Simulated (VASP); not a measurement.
# MgO (Fm-3m) in VASP: single point with HSE06

Aim: the single point of MgO with HSE06.

Program: VASP 6.6.1. These are calculated values, not measurements. Logs are shortened: lines on timing, memory, paths and dates and some standing lists are left out, and cuts for length are marked.

**1. The cell of the first run**

The structure is cubic, space group Fm-3m (No. 225). Conventional cell: a = 4.201 Å, b = 4.201 Å, c = 4.201 Å, α = 90.00°, β = 90.00°, γ = 90.00°. Mg (site symmetry m-3m) has 6 O at 2.10 Å within 2.8 Å. O (site symmetry m-3m) has 6 Mg at 2.10 Å within 2.8 Å.

**2. Single point, HSE06**

POSCAR

```
MgO
1.0
    0.0000000000      2.1005773529      2.1005773529
    2.1005773529      0.0000000000      2.1005773529
    2.1005773529      2.1005773529      0.0000000000
Mg O
1 1
Direct
    0.0000000000      0.0000000000      0.0000000000
    0.5000000000      0.5000000000      0.5000000000
```

INCAR.step1

```
SYSTEM = MgO
PREC = Accurate
ENCUT = 520
EDIFF = 1E-5
ISMEAR = 0
SIGMA = 0.02
LREAL = .FALSE.
LASPH = .TRUE.
NELM = 80
ALGO = Normal
ISIF = 2
LWAVE = .TRUE.
LCHARG = .FALSE.
GGA = PE
NBANDS = 11
```

INCAR.step2

```
SYSTEM = MgO
PREC = Accurate
ENCUT = 520
EDIFF = 1E-7
ISMEAR = 0
SIGMA = 0.02
LREAL = .FALSE.
LASPH = .TRUE.
NELM = 80
ALGO = Normal
ISIF = 2
LWAVE = .FALSE.
LCHARG = .FALSE.
GGA = PE
LHFCALC = .TRUE.
HFSCREEN = 0.2079
PRECFOCK = Normal
ISTART = 1
NBANDS = 11
```

KPOINTS

```
regular mesh
0
G
  10 10 10
  0 0 0
```

Potentials or basis: VASP PAW PBE potentials, release 64 (Mg, O).

On the command line:

```bash
$ cat potpaw_PBE.64/Mg/POTCAR potpaw_PBE.64/O/POTCAR > POTCAR
$ cp INCAR.step1 INCAR
$ mpirun -np 1 vasp_std > vasp.out
$ cp INCAR.step2 INCAR
$ mpirun -np 1 vasp_std > vasp.out
```

OUTCAR:

```text
SYSTEM = MgO
   PREC = Accurate
   ENCUT = 520
   EDIFF = 1E-7
   ISMEAR = 0
   LREAL = .FALSE.
   LASPH = .TRUE.
   NELM = 80
   ISIF = 2
   GGA = PE
   LHFCALC = .TRUE.
   HFSCREEN = 0.2079
   PRECFOCK = Normal
   ISTART = 1

 ion  position               nearest neighbor table
   1  0.000  0.000  0.000-   2 2.10   2 2.10   2 2.10   2 2.10   2 2.10   2 2.10
   2  0.500  0.500  0.500-   1 2.10   1 2.10   1 2.10   1 2.10   1 2.10   1 2.10

  LATTYP: Found a face centered cubic cell.
 ALAT       =     4.2011547058

  Lattice vectors:

 A1 = (   0.0000000000,   2.1005773529,   2.1005773529)
 A2 = (   2.1005773529,   0.0000000000,   2.1005773529)
 A3 = (   2.1005773529,   2.1005773529,   0.0000000000)

Analysis of symmetry for initial positions (statically):
=====================================================================
 Subroutine PRICEL returns:
 Original cell was already a primitive cell.

 Routine SETGRP: Setting up the symmetry group for a
 face centered cubic supercell.

 Subroutine GETGRP returns: Found 48 space group operations
 (whereof 48 operations were pure point group operations)
 out of a pool of 48 trial point group operations.

The static configuration has the point symmetry O_h .

Analysis of symmetry for dynamics (positions and initial velocities):
=====================================================================
 Subroutine PRICEL returns:
 Original cell was already a primitive cell.

 Routine SETGRP: Setting up the symmetry group for a
 face centered cubic supercell.

 Subroutine GETGRP returns: Found 48 space group operations
 (whereof 48 operations were pure point group operations)
 out of a pool of 48 trial point group operations.

The dynamic configuration has the point symmetry O_h .

 Subroutine INISYM returns: Found 48 space group operations
 (whereof 48 operations are pure point group operations),
 and found     1 'primitive' translations

----------------------------------------------------------------------------------------

                                     Primitive cell

  volume of cell :      18.5373

  direct lattice vectors                    reciprocal lattice vectors
     0.000000000  2.100577353  2.100577353    -0.238029797  0.238029797  0.238029797
     2.100577353  0.000000000  2.100577353     0.238029797 -0.238029797  0.238029797
     2.100577353  2.100577353  0.000000000     0.238029797  0.238029797 -0.238029797

  length of vectors
     2.970664981  2.970664981  2.970664981     0.412279701  0.412279701  0.412279701

  position of ions in fractional coordinates (direct lattice)
     0.000000000  0.000000000  0.000000000
     0.500000000  0.500000000  0.500000000

  ion indices of the primitive-cell ions
   primitive index   ion index
                 1           1
                 2           2

----------------------------------------------------------------------------------------

 KPOINTS: regular mesh

Automatic generation of k-mesh.
 Grid dimensions read from file:
 generate k-points for:   10   10   10

 Generating k-lattice:

  Cartesian coordinates                     Fractional coordinates (reciprocal lattice)
    -0.023802980  0.023802980  0.023802980     0.100000000  0.000000000  0.000000000
     0.023802980 -0.023802980  0.023802980     0.000000000  0.100000000  0.000000000
     0.023802980  0.023802980 -0.023802980     0.000000000  0.000000000  0.100000000

  Length of vectors
     0.041227970  0.041227970  0.041227970

  Shift w.r.t. Gamma in fractional coordinates (k-lattice)
     0.000000000  0.000000000  0.000000000

 Subroutine IBZKPT returns following result:
 ===========================================

 Found     47 irreducible k-points:

 Following reciprocal coordinates:
            Coordinates               Weight
  0.000000  0.000000  0.000000      1.000000
  0.100000  0.000000  0.000000      8.000000
  0.200000  0.000000  0.000000      8.000000
  0.300000  0.000000  0.000000      8.000000
  0.400000  0.000000  0.000000      8.000000
  0.500000  0.000000  0.000000      4.000000
[... 16 lines left out ...]
  0.300000  0.300000  0.000000      6.000000
  0.400000  0.300000  0.000000     24.000000
 [... further k-points ...]
   k-points           NKPTS =     47   k-points in BZ     NKDIM =   1000   number of bands    NBANDS=     11
   number of dos      NEDOS =    301   number of ions     NIONS =      2
   total plane-waves  NPLWV =  13824
   dimension x,y,z NGX =    24 NGY =   24 NGZ =   24
   dimension x,y,z NGXF=    48 NGYF=   48 NGZF=   48
   ions per type =               1   1
   NGX,Y,Z   is equivalent  to a cutoff of  13.43, 13.43, 13.43 a.u.
   NGXF,Y,Z  is equivalent  to a cutoff of  26.86, 26.86, 26.86 a.u.
 SYSTEM =  MgO
   PREC   = accura    normal or accurate (medium, high low for compatibility)
   ISTART =      1    job   : 0-new  1-cont  2-samecut
   ICHARG =      0    charge: 1-file 2-atom 10-const
   ISPIN  =      1    spin polarized calculation?
   LNONCOLLINEAR =      F non collinear calculations
   LSORBIT =      F    spin-orbit coupling
   LASPH  =      T    aspherical Exc in radial PAW
   ENCUT  =  520.0 eV  38.22 Ry    6.18 a.u.   5.52  5.52  5.52*2*pi/ulx,y,z
   NELM   =     80;   NELMIN=  2; NELMDL=  0     # of ELM steps
   EDIFF  = 0.1E-06   stopping-criterion for ELM
   LREAL  =      F    real-space projection
   EDIFFG = 0.1E-05   stopping-criterion for IOM
   NSW    =      0    number of steps for IOM
   IBRION =     -1    ionic relax: 0-MD 1-quasi-New 2-CG
   NFREE  =      0    steps in history (QN), initial steepest desc. (CG)
   ISIF   =      2    stress and relaxation
   ISYM   =      3    0-nonsym 1-usesym 2-fastsym
   POTIM  = 0.5000    time-step for ionic-motion
   TEBEG  =    0.0;   TEEND  =   0.0 temperature during run
   PSTRESS=    0.0 pullay stress
   NELECT =       8.0000    total number of electrons
   NUPDOWN=      -1.0000    fix difference up-down
   EMIN   =  10.00;   EMAX   =-10.00  energy-range for DOS
   EFERMI =   0.00;   METHOD = LEGACY
   ISMEAR =     0;   SIGMA  =   0.02  broadening in eV -4-tet -1-fermi 0-gaus
   EFERMI_NEDOS =   21; number of points for ismear=-14 and -15
   IALGO  =     38    algorithm
   IMIX   =      1    mixing-type and parameters
     AMIX     =   0.40;   BMIX     =  1.00
     AMIX_MAG =   1.60;   BMIX_MAG =  1.00
  volume/ion in A,a.u.               =       9.27        62.55
  Fermi-wavevector in a.u.,A,eV,Ry     =   1.237151  2.337877 20.824306  1.530543
  Thomas-Fermi vector in A             =   2.371730
   LORBIT       =      0    0 simple, 1 ext, 2 COOP (PROOUT), +10 PAW based schemes
   GGA     = PE    functional components
   LHFCALC =     T    Hartree Fock is set to
   PRECFOCK=normal    Normal, Fast or Accurate (Low or Medium for compatibility)
   ENCUT4O =  -1.0   cutoff for four orbital integrals eV
   NKREDX  =     1    reduce k-point grid by
   NKREDY  =     1    reduce k-point grid by
   NKREDZ  =     1    reduce k-point grid by
   AEXX    =    0.2500 exact exchange contribution
   HFSCREEN=    0.2079 screening length (either q_TF or 0.3 A-1)
   HFSCREENC=   0.2079 screening length for correlation (either q_TF or 0.3 A-1)
   ENCUTFOCK=  -1.0 apply spherical cutoff to Coloumb kernel
   IVDW    =     0    specifies the selected vdW correction
   LEPSILON=     F    determine dielectric tensor
   LRPA    =     F    only Hartree local field effects (RPA)
 non-spin polarized calculation
 Gauss-broadening in eV      SIGMA  =   0.02
  energy-cutoff  :      520.00
  volume of cell :       18.54
 maximum number of plane-waves:       531
 NGX is ok and might be reduce to    24
  NGX = 18; NGY = 18; NGZ = 18

 number of electron       8.0000004 magnetization

 Free energy of the ion-electron system (eV)
  ---------------------------------------------------
  ext. energy  EPLUGINS =         0.00000000
  ---------------------------------------------------
  free energy    TOTEN  =       -14.21031417 eV

  energy without entropy =      -14.21031417  energy(sigma->0) =      -14.21031417

 E-fermi :   2.0995     XC(G=0):  -9.1257

 val. band max:        1.9970214337   @ k =   0.0000   0.0000   0.0000
 cond. band min:       8.5170710646   @ k =   0.0000   0.0000   0.0000
 fundamental gap:      6.5200496309
 Fermi energy:         2.0995045880

 k-point     1 :       0.0000    0.0000    0.0000
  band No.  band energies     occupation
      1     -16.8675      2.00000
      2       1.9970      2.00000
      3       1.9970      2.00000
      4       1.9970      2.00000
      5       8.5171      0.00000
      6      19.7957      0.00000
      7      19.7957      0.00000
      8      19.7957      0.00000
      9      23.7457      0.00000
     10      25.6873      0.00000
     11      25.6873      0.00000

 k-point     2 :       0.1000    0.0000    0.0000
  band No.  band energies     occupation
      1     -16.7547      2.00000
      2       1.3340      2.00000
      3       1.9225      2.00000
      4       1.9225      2.00000
      5       9.1517      0.00000
      6      18.5221      0.00000
      7      20.0531      0.00000
      8      20.0531      0.00000
      9      24.9723      0.00000
     10      24.9723      0.00000
     11      25.4845      0.00000

 k-point     3 :       0.2000    0.0000    0.0000
  band No.  band energies     occupation
      1     -16.4449      2.00000
      2      -0.0759      2.00000
      3       1.7336      2.00000
      4       1.7336      2.00000
      5      10.4071      0.00000
      6      17.0230      0.00000
      7      20.5796      0.00000
      8      20.5796      0.00000
      9      24.2789      0.00000
     10      24.2789      0.00000
     11      26.5925      0.00000

 k-point     4 :       0.3000    0.0000    0.0000
  band No.  band energies     occupation
      1     -16.0271      2.00000
      2      -1.5187      2.00000
      3       1.5112      2.00000
      4       1.5112      2.00000
      5      11.3690      0.00000
      6      16.4494      0.00000
      7      20.7258      0.00000
      8      20.7258      0.00000
      9      24.7637      0.00000
     10      24.7637      0.00000
     11      25.9690      0.00000

 k-point     5 :       0.4000    0.0000    0.0000
  band No.  band energies     occupation
      1     -15.6538      2.00000
      2      -2.5771      2.00000
      3       1.3394      2.00000
      4       1.3394      2.00000
      5      11.6886      0.00000
      6      16.7083      0.00000
      7      20.5133      0.00000
      8      20.5133      0.00000
      9      25.3714      0.00000
     10      26.1131      0.00000
     11      26.1131      0.00000
[... 211 lines left out ...]
 k-point    21 :      -0.3000    0.2000    0.0000
  band No.  band energies     occupation
      1     -15.5697      2.00000
      2      -1.9381      2.00000
      3       0.0479      2.00000
      4       1.2766      2.00000
      5      13.2457      0.00000
      6      16.0165      0.00000
      7      18.3284      0.00000
      8      21.5225      0.00000
      9      24.4368      0.00000
     10      25.4263      0.00000
     11      29.4843      0.00000

 k-point    22 :      -0.2000    0.2000    0.0000
  band No.  band energies     occupation
      1     -15.9030      2.00000
      2      -1.3039      2.00000
      3       0.5526      2.00000
      4       1.5067      2.00000
      5      12.4229      0.00000
      6      15.8783      0.00000
      7      19.2680      0.00000
      8      21.9887      0.00000
      9      22.5576      0.00000
     10      25.6826      0.00000
     11      29.2671      0.00000

 k-point    23 :       0.3000    0.3000    0.0000
  band No.  band energies     occupation
      1     -15.8111      2.00000
      2      -1.3714      2.00000
      3       0.9685      2.00000
      4       0.9685      2.00000
      5      12.8737      0.00000
      6      14.2264      0.00000
      7      18.5635      0.00000
      8      22.2695      0.00000
      9      22.2695      0.00000
     10      28.4239      0.00000
     11      32.1112      0.00000

 k-point    24 :       0.4000    0.3000    0.0000
  band No.  band energies     occupation
      1     -15.5477      2.00000
      2      -1.8454      2.00000
      3       0.5766      2.00000
      4       0.8062      2.00000
      5      13.5586      0.00000
      6      14.0464      0.00000
      7      17.7507      0.00000
      8      22.5515      0.00000
      9      22.7820      0.00000
     10      29.2235      0.00000
     11      31.6632      0.00000

 [... further k-points ...]

------------------------ aborting loop because EDIFF is reached ----------------------------------------

  FORCE on cell =-STRESS in cart. coord.  units (eV):
  Direction    XX          YY          ZZ          XY          YZ          ZX
  --------------------------------------------------------------------------------------
  -------------------------------------------------------------------------------------
  Total       -0.0299170     -0.0299170     -0.0299170      0.0000000     -0.0000000      0.0000000
  in kB       -2.5857274     -2.5857274     -2.5857274      0.0000000     -0.0000000      0.0000000
  external PRESSURE =      -2.5857274 kB  Pullay stress =       0.0000000 kB

 VOLUME and BASIS-vectors are now :
 -----------------------------------------------------------------------------
  energy-cutoff  :      520.00
  volume of cell :       18.54
      direct lattice vectors                 reciprocal lattice vectors
     0.000000000  2.100577353  2.100577353    -0.238029797  0.238029797  0.238029797
     2.100577353  0.000000000  2.100577353     0.238029797 -0.238029797  0.238029797
     2.100577353  2.100577353  0.000000000     0.238029797  0.238029797 -0.238029797

 POSITION                                       TOTAL-FORCE (eV/Angst)
 -----------------------------------------------------------------------------------
      0.00000      0.00000      0.00000        -0.000000      0.000000      0.000000
      2.10058      2.10058      2.10058         0.000000     -0.000000     -0.000000
 -----------------------------------------------------------------------------------
    total drift:                               -0.000000     -0.000000     -0.000000

  FREE ENERGIE OF THE ION-ELECTRON SYSTEM (eV)
  ---------------------------------------------------
  free  energy   TOTEN  =       -14.2103141698 eV

  energy  without entropy=      -14.2103141698  energy(sigma->0) =      -14.21031417
```

Wall time 80 min (1 thread of Intel Xeon Platinum 8488C (Sapphire Rapids), shared host); peak memory 0.28 GiB.

Results:

| Property | Result |
| --- | --- |
| Free energy | -14.2103 eV |
| Pressure | -0.3 GPa |
| Band gap on the k mesh | 6.52 eV |

Levels at points of the mesh, in eV from the valence-band top:
| k point | band 1 | band 2 | band 3 | band 4 | band 5 | band 6 | band 7 | band 8 |
| --- | --- | --- | --- | --- | --- | --- | --- | --- |
| (0.00, 0.00, 0.00) | -18.86 | 0.00 | 0.00 | 0.00 | 6.52 | 17.80 | 17.80 | 17.80 |
| (0.50, 0.00, 0.00) | -17.50 | -4.97 | -0.72 | -0.72 | 9.72 | 14.96 | 18.40 | 18.40 |
| (0.50, 0.50, 0.00) | -17.22 | -4.42 | -1.48 | -1.48 | 10.86 | 11.94 | 15.45 | 21.49 |

Caveat: the PAW data sets were made with another functional, which shifts forces and pressure a little.
